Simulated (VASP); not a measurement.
# H (C2/m) in VASP: a series of runs, part 2 of 2

VASP 6.6.1.

### 4 Single point, PBEsol (strain -0.0500 x Voigt [0, 0, 0, 1, 0, 0])

INCAR

```
SYSTEM = H
ALGO = Normal
EDIFF = 1E-6
ENCUT = 500
GGA = PS
GGA_COMPAT = .FALSE.
ISIF = 2
ISMEAR = 0
LASPH = .TRUE.
LCHARG = .FALSE.
LREAL = .FALSE.
LWAVE = .FALSE.
NBANDS = 10
NELM = 120
PREC = Accurate
SIGMA = 0.05
```

KPOINTS

```
k-points
0
G
  9 9 6
  0 0 0
```

POSCAR

```
H
1.0
    3.8401304226      0.0000000000      0.0000000000
   -1.9200652113      3.3256504998     -0.0831412625
    0.0000000000     -0.1261665388      5.0466615500
H
4
Direct
    0.3333333333      0.6666666667      0.1764958800
    0.6666666667      0.3333333333      0.6764958800
    0.6666666667      0.3333333333      0.8235041200
    0.3333333333      0.6666666667      0.3235041200
```

Potentials or basis: VASP PAW PBE potentials, release 64 (H).

Run with:

```
> cat potpaw_PBE.64/H/POTCAR > POTCAR
> mpirun -np 1 vasp_std > vasp.out
```

OUTCAR:

```text
SYSTEM = H
   EDIFF = 1E-6
   ENCUT = 500
   GGA = PS
   ISIF = 2
   ISMEAR = 0
   LASPH = .TRUE.
   LREAL = .FALSE.
   NELM = 120
   PREC = Accurate

 ion  position               nearest neighbor table
   1  0.333  0.667  0.176-   4 0.74
   2  0.667  0.333  0.676-   3 0.74
   3  0.667  0.333  0.824-   2 0.74
   4  0.333  0.667  0.324-   1 0.74

[... 512 lines left out ...]

  FORCE on cell =-STRESS in cart. coord.  units (eV):
  Direction    XX          YY          ZZ          XY          YZ          ZX
  --------------------------------------------------------------------------------------
  -------------------------------------------------------------------------------------
  Total       -0.0685091     -0.0676067      0.7976117      0.0000000     -0.0166266      0.0000000
  in kB       -1.7041346     -1.6816872     19.8402378      0.0000000     -0.4135802      0.0000000
  external PRESSURE =       5.4848053 kB  Pullay stress =       0.0000000 kB

 VOLUME and BASIS-vectors are now :
 -----------------------------------------------------------------------------
  energy-cutoff  :      500.00
  volume of cell :       64.41
      direct lattice vectors                 reciprocal lattice vectors
     3.840130423  0.000000000  0.000000000     0.260407822  0.150440552  0.003761014
    -1.920065211  3.325650500 -0.083141262     0.000000000  0.300881103  0.007522028
     0.000000000 -0.126166539  5.046661550     0.000000000  0.004956868  0.198274717

 POSITION                                       TOTAL-FORCE (eV/Angst)
 -----------------------------------------------------------------------------------
     -0.00000      2.19483      0.83529         0.000000      0.014423     -0.599542
      1.92007      1.02320      3.38633         0.000000      0.014761     -0.599512
      1.92007      1.00465      4.12823         0.000000     -0.014423      0.599542
     -0.00000      2.17628      1.57719         0.000000     -0.014761      0.599512
 -----------------------------------------------------------------------------------
    total drift:                                0.000000     -0.000000     -0.000000

  FREE ENERGIE OF THE ION-ELECTRON SYSTEM (eV)
  ---------------------------------------------------
  free  energy   TOTEN  =       -13.0415625469 eV

  energy  without entropy=      -13.0415625469  energy(sigma->0) =      -13.04156255
```

It took 56 s on 1 thread of Intel Xeon 6455B, shared host; peak memory 0.21 GiB.

Results:

| Property | Result |
| --- | --- |
| Free energy | -13.0416 eV |
| Pressure | 0.5 GPa |
| Largest force | 0.600 eV/Å |
| Band gap on the k mesh | 9.32 eV |

Forces in eV/Å, atoms in the order of the input:
```
H    0.000  0.014 -0.600
H    0.000  0.015 -0.600
H    0.000 -0.014  0.600
H    0.000 -0.015  0.600
```

Levels at points of the mesh, in eV from the valence-band top:
```
           k point  band 1  band 2  band 3  band 4  band 5
(0.00, 0.00, 0.00)   -1.43    0.00    9.32   11.97   15.02
(0.00, 0.00, 0.50)   -0.78   -0.78   10.38   10.38   17.16
```

Caveat: the cell differs from its parent crystal (strain -0.0500 x Voigt [0, 0, 0, 1, 0, 0]); this functional lacks dispersion, which holds the molecules together, so the pressure and a relaxed volume are unreliable; the PAW data sets were made with another functional, which shifts forces and pressure a little; an odd mesh through Γ misses points on the zone boundary, where band edges can lie.

### 5 Single point, PBEsol (strain +0.0875 x Voigt [0, 0, 0, 1, 0, 0])

INCAR

```
SYSTEM = H
  ALGO = Normal
  EDIFF = 1E-6
  ENCUT = 500
  GGA = PS
  GGA_COMPAT = .FALSE.
  ISIF = 2
  ISMEAR = 0
  LASPH = .TRUE.
  LCHARG = .FALSE.
  LREAL = .FALSE.
  LWAVE = .FALSE.
  NBANDS = 10
  NELM = 120
  PREC = Accurate
  SIGMA = 0.05
```

KPOINTS is that of step 4.

Changes to POSCAR since step 4:

```diff
@@ -3,4 +3,4 @@
     3.8401304226      0.0000000000      0.0000000000
-   -1.9200652113      3.3256504998     -0.0831412625
-    0.0000000000     -0.1261665388      5.0466615500
+   -1.9200652113      3.3256504998      0.1454972094
+    0.0000000000      0.2207914428      5.0466615500
 H
```

Run with:

```
> cat potpaw_PBE.64/H/POTCAR > POTCAR
> mpirun -np 1 vasp_std > vasp.out
```

Run time: 58 s. Hardware: 1 thread of Intel Xeon 6455B, shared host; peak memory 0.21 GiB.

Results (log left out):

* Free energy: -13.0419 eV
* Pressure: 0.5 GPa
* Largest force: 0.582 eV/Å
* Band gap on the k mesh: 9.32 eV

Forces on the atoms (eV/Å):
```
H    0.000 -0.025 -0.581
H    0.000 -0.024 -0.582
H    0.000  0.025  0.581
H    0.000  0.024  0.582
```

Stress tensor (GPa, compression positive):
```
-0.17  0.00  0.00
 0.00 -0.16  0.07
 0.00  0.07  1.93
```

Levels at points of the mesh, in eV from the valence-band top:
```tsv
k point	band 1	band 2	band 3	band 4	band 5	band 6
(0.00, 0.00, 0.00)	-1.44	0.00	9.32	11.96	15.03	16.50
(0.00, 0.00, 0.50)	-0.79	-0.79	10.38	10.38	17.15	17.15
```

Caveat: the cell differs from its parent crystal (strain +0.0875 x Voigt [0, 0, 0, 1, 0, 0]); this functional lacks dispersion, which holds the molecules together, so the pressure and a relaxed volume are unreliable; the PAW data sets were made with another functional, which shifts forces and pressure a little; an odd mesh through Γ misses points on the zone boundary, where band edges can lie.

### 6 Single point, PBEsol (strain +0.0625 x Voigt [0, 0, 0, 1, 0, 0])

INCAR

```
  ALGO = Normal
  EDIFF = 1E-6
  ENCUT = 500
  GGA = PS
  GGA_COMPAT = False
  ISIF = 2
  ISMEAR = 0
  LASPH = True
  LCHARG = False
  LREAL = False
  LWAVE = False
  NBANDS = 10
  NELM = 120
  PREC = Accurate
  SIGMA = 0.05
```

KPOINTS

```
k-points
0
Gamma
  9 9 6
```

Changes to POSCAR since step 5:

```diff
@@ -3,4 +3,4 @@
     3.8401304226      0.0000000000      0.0000000000
-   -1.9200652113      3.3256504998      0.1454972094
-    0.0000000000      0.2207914428      5.0466615500
+   -1.9200652113      3.3256504998      0.1039265781
+    0.0000000000      0.1577081734      5.0466615500
 H
```

Potentials or basis: VASP PAW PBE potentials, release 64 (H).

Run with:

```
> cat potpaw_PBE.64/H/POTCAR > POTCAR
> mpirun -np 1 vasp_std > vasp.out
```

Run time: 59 s. Hardware: 1 thread of Intel Xeon 6455B, shared host; peak memory 0.21 GiB.

Results (log left out):

- Free energy: -13.0417 eV
- Pressure: 0.5 GPa
- Largest force: 0.595 eV/Å
- Band gap on the k mesh: 9.32 eV

Forces in eV/Å, atoms in the order of the input:
```
H    0.000 -0.018 -0.595
H    0.000 -0.018 -0.595
H    0.000  0.018  0.595
H    0.000  0.018  0.595
```

Stress tensor (GPa, compression positive):
```
-0.17  0.00  0.00
 0.00 -0.17  0.05
 0.00  0.05  1.97
```

Levels at points of the mesh, in eV from the valence-band top:
| k point | band 1 | band 2 | band 3 | band 4 | band 5 | band 6 |
| --- | --- | --- | --- | --- | --- | --- |
| (0.00, 0.00, 0.00) | -1.43 | 0.00 | 9.32 | 11.97 | 15.02 | 16.55 |
| (0.00, 0.00, 0.50) | -0.78 | -0.78 | 10.38 | 10.38 | 17.16 | 17.16 |

Caveat: the cell differs from its parent crystal (strain +0.0625 x Voigt [0, 0, 0, 1, 0, 0]); this functional lacks dispersion, which holds the molecules together, so the pressure and a relaxed volume are unreliable; the PAW data sets were made with another functional, which shifts forces and pressure a little; an odd mesh through Γ misses points on the zone boundary, where band edges can lie.

### 7 Single point, PBEsol (strain +0.0375 x Voigt [0, 0, 0, 1, 0, 0])

INCAR

```
SYSTEM = H
ALGO = Normal
EDIFF = 1E-6
ENCUT = 500
GGA = PS
GGA_COMPAT = .FALSE.
ISIF = 2
ISMEAR = 0
LASPH = .TRUE.
LCHARG = .FALSE.
LREAL = .FALSE.
LWAVE = .FALSE.
NBANDS = 10
NELM = 120
PREC = Accurate
SIGMA = 0.05
```

KPOINTS

```
k-points
0
G
  9 9 6
  0 0 0
```

Changes to POSCAR since step 6:

```diff
@@ -3,4 +3,4 @@
     3.8401304226      0.0000000000      0.0000000000
-   -1.9200652113      3.3256504998      0.1039265781
-    0.0000000000      0.1577081734      5.0466615500
+   -1.9200652113      3.3256504998      0.0623559469
+    0.0000000000      0.0946249041      5.0466615500
 H
```

Potentials or basis: VASP PAW PBE potentials, release 64 (H).

Run with:

```
> cat potpaw_PBE.64/H/POTCAR > POTCAR
> mpirun -np 1 vasp_std > vasp.out
```

OUTCAR:

```text
SYSTEM = H
   EDIFF = 1E-6
   ENCUT = 500
   GGA = PS
   ISIF = 2
   ISMEAR = 0
   LASPH = .TRUE.
   LREAL = .FALSE.
   NELM = 120
   PREC = Accurate

 ion  position               nearest neighbor table
   1  0.333  0.667  0.176-   4 0.74
   2  0.667  0.333  0.676-   3 0.74
   3  0.667  0.333  0.824-   2 0.74
   4  0.333  0.667  0.324-   1 0.74

  LATTYP: Found a base centered monoclinic cell.
 ALAT       =     6.6524700709
 B/A-ratio  =     0.5772488086
 C/A-ratio  =     0.7587480329
 COS(beta)  =    -0.0374868211

  Lattice vectors:

 A1 = (  -1.9200652113,  -3.3256504998,  -0.0623559469)
 A2 = (   1.9200652113,  -3.3256504998,  -0.0623559469)
 A3 = (   0.0000000000,   0.0946249041,   5.0466615500)

Analysis of symmetry for initial positions (statically):
=====================================================================
 Subroutine PRICEL returns:
 Original cell was already a primitive cell.

 Routine SETGRP: Setting up the symmetry group for a
 base centered monoclinic supercell.

 Subroutine GETGRP returns: Found  4 space group operations
 (whereof  4 operations were pure point group operations)
 out of a pool of  4 trial point group operations.

The static configuration has the point symmetry C_2h.

Analysis of symmetry for dynamics (positions and initial velocities):
=====================================================================
 Subroutine PRICEL returns:
 Original cell was already a primitive cell.

 Routine SETGRP: Setting up the symmetry group for a
 base centered monoclinic supercell.

 Subroutine GETGRP returns: Found  4 space group operations
 (whereof  4 operations were pure point group operations)
 out of a pool of  4 trial point group operations.

The dynamic configuration has the point symmetry C_2h.

 Subroutine INISYM returns: Found  4 space group operations
 (whereof  4 operations are pure point group operations),
 and found     1 'primitive' translations
[... 125 lines left out ...]
   LHFCALC =     F    Hartree Fock is set to
   AEXX    =    0.0000 exact exchange contribution
   IVDW    =     0    specifies the selected vdW correction
   LEPSILON=     F    determine dielectric tensor
   LRPA    =     F    only Hartree local field effects (RPA)
 non-spin polarized calculation
 Gauss-broadening in eV      SIGMA  =   0.05
  energy-cutoff  :      500.00
  volume of cell :       64.43
 maximum number of plane-waves:      1653
   NGX = 13   NGY = 13   NGZ = 19

 number of electron       4.0000003 magnetization

 Free energy of the ion-electron system (eV)
  ---------------------------------------------------
  ext. energy  EPLUGINS =         0.00000000
  ---------------------------------------------------
  free energy    TOTEN  =       -13.04148910 eV

  energy without entropy =      -13.04148910  energy(sigma->0) =      -13.04148910

 E-fermi :  -8.5275     XC(G=0):  -4.4838

 val. band max:       -8.7598496662   @ k =   0.0000   0.0000   0.0000
 cond. band min:       0.5625357790   @ k =   0.0000   0.0000   0.0000
 fundamental gap:      9.3223854452
 Fermi energy:        -8.5275160579

 k-point     1 :       0.0000    0.0000    0.0000
  band No.  band energies     occupation
      1     -10.1845      2.00000
      2      -8.7598      2.00000
      3       0.5625      0.00000
      4       3.2160      0.00000
      5       6.2613      0.00000
      6       7.8210      0.00000
      7       8.3738      0.00000
      8       8.3784      0.00000
      9       9.7970      0.00000
     10       9.8075      0.00000
[... 287 lines left out ...]
 k-point    24 :       0.0000    0.4444   -0.0000
  band No.  band energies     occupation
      1      -9.4658      2.00000
      2      -8.9630      2.00000
      3       1.5262      0.00000
      4       2.5539      0.00000
      5       3.7115      0.00000
      6       4.5187      0.00000
      7       5.9188      0.00000
      8       7.4193      0.00000
      9       9.0880      0.00000
     10      10.3576      0.00000

 [... further k-points ...]

------------------------ aborting loop because EDIFF is reached ----------------------------------------

  FORCE on cell =-STRESS in cart. coord.  units (eV):
  Direction    XX          YY          ZZ          XY          YZ          ZX
  --------------------------------------------------------------------------------------
  -------------------------------------------------------------------------------------
  Total       -0.0685920     -0.0681313      0.8025811      0.0000000      0.0124965      0.0000000
  in kB       -1.7057291     -1.6942730     19.9583881      0.0000000      0.3107604      0.0000000
  external PRESSURE =       5.5194620 kB  Pullay stress =       0.0000000 kB

 VOLUME and BASIS-vectors are now :
 -----------------------------------------------------------------------------
  energy-cutoff  :      500.00
  volume of cell :       64.43
      direct lattice vectors                 reciprocal lattice vectors
     3.840130423  0.000000000  0.000000000     0.260407822  0.150399401 -0.002819989
    -1.920065211  3.325650500  0.062355947     0.000000000  0.300798802 -0.005639978
     0.000000000  0.094624904  5.046661550     0.000000000 -0.003716634  0.198220482

 POSITION                                       TOTAL-FORCE (eV/Angst)
 -----------------------------------------------------------------------------------
     -0.00000      2.23380      0.93229        -0.000000     -0.011085     -0.603385
      1.92007      1.17256      3.43483         0.000000     -0.010893     -0.603398
      1.92007      1.18647      4.17673         0.000000      0.011085      0.603385
     -0.00000      2.24771      1.67419         0.000000      0.010893      0.603398
 -----------------------------------------------------------------------------------
    total drift:                                0.000000     -0.000000     -0.000000

  FREE ENERGIE OF THE ION-ELECTRON SYSTEM (eV)
  ---------------------------------------------------
  free  energy   TOTEN  =       -13.0414891015 eV

  energy  without entropy=      -13.0414891015  energy(sigma->0) =      -13.04148910
```

stdout:

```text
POSCAR found type information on POSCAR H
 POSCAR found :  1 types and       4 ions
 scaLAPACK will be used
 -----------------------------------------------------------------------------
|                                                                             |
|                                                                             |
|     You enforced a specific xc type in the INCAR file but a different       |
|     I HOPE YOU KNOW WHAT YOU ARE DOING!                                     |
|                                                                             |
 -----------------------------------------------------------------------------

 LDA part: xc-table for (Slater+PW92), standard interpolation
 POSCAR, INCAR and KPOINTS ok, starting setup
 FFT: planning ... GRIDC
 FFT: planning ... GRID_SOFT
 FFT: planning ... GRID
 WAVECAR not read
 entering main loop
```

Run time: 59 s. Hardware: 1 thread of Intel Xeon 6455B, shared host; peak memory 0.21 GiB.

Results:

```yaml
Free_energy: -13.0415 eV
Pressure: 0.6 GPa
Largest_force: 0.603 eV/Å
Band_gap_on_the_k_mesh: 9.32 eV
```

Forces on the atoms (eV/Å):
```
H    0.000 -0.011 -0.603
H    0.000 -0.011 -0.603
H    0.000  0.011  0.603
H    0.000  0.011  0.603
```

Stress tensor (GPa, compression positive):
```
-0.17  0.00  0.00
 0.00 -0.17  0.03
 0.00  0.03  2.00
```

Caveat: the cell differs from its parent crystal (strain +0.0375 x Voigt [0, 0, 0, 1, 0, 0]); this functional lacks dispersion, which holds the molecules together, so the pressure and a relaxed volume are unreliable; the PAW data sets were made with another functional, which shifts forces and pressure a little; an odd mesh through Γ misses points on the zone boundary, where band edges can lie.

### 8 Summary

| cell | gap on the mesh (eV) | pressure (GPa) | largest force (eV/Å) |
| --- | --- | --- | --- |
| a = 3.840, b = 3.844, c = 5.053 Å, angles 95.0, 90.0, 120.0°, 4 atoms | 9.32 | 0.5 | 0.57 |
| a = 3.840, b = 3.842, c = 5.050 Å, angles 86.3, 90.0, 120.0°, 4 atoms | 9.32 | 0.5 | 0.59 |
| a = 3.840, b = 3.841, c = 5.048 Å, angles 92.5, 90.0, 120.0°, 4 atoms | 9.32 | 0.5 | 0.60 |
| a = 3.840, b = 3.843, c = 5.051 Å, angles 85.7, 90.0, 120.0°, 4 atoms | 9.32 | 0.5 | 0.58 |
| a = 3.840, b = 3.842, c = 5.049 Å, angles 86.9, 90.0, 120.0°, 4 atoms | 9.32 | 0.5 | 0.59 |
| a = 3.840, b = 3.841, c = 5.048 Å, angles 88.1, 90.0, 120.0°, 4 atoms | 9.32 | 0.6 | 0.60 |

Alike in all rows: task single point; level PBEsol; potentials or basis VASP PAW PBE potentials, release 64 (H); no spin polarisation; k mesh 9 × 9 × 6; cutoff (eV) 500; smearing gaussian 0.05 eV.

Caveats: this functional lacks dispersion, which holds the molecules together, so the pressure and a relaxed volume are unreliable; the PAW data sets were made with another functional, which shifts forces and pressure a little; an odd mesh through Γ misses points on the zone boundary, where band edges can lie.

Absolute energies hang on the potentials; compare differences alone.
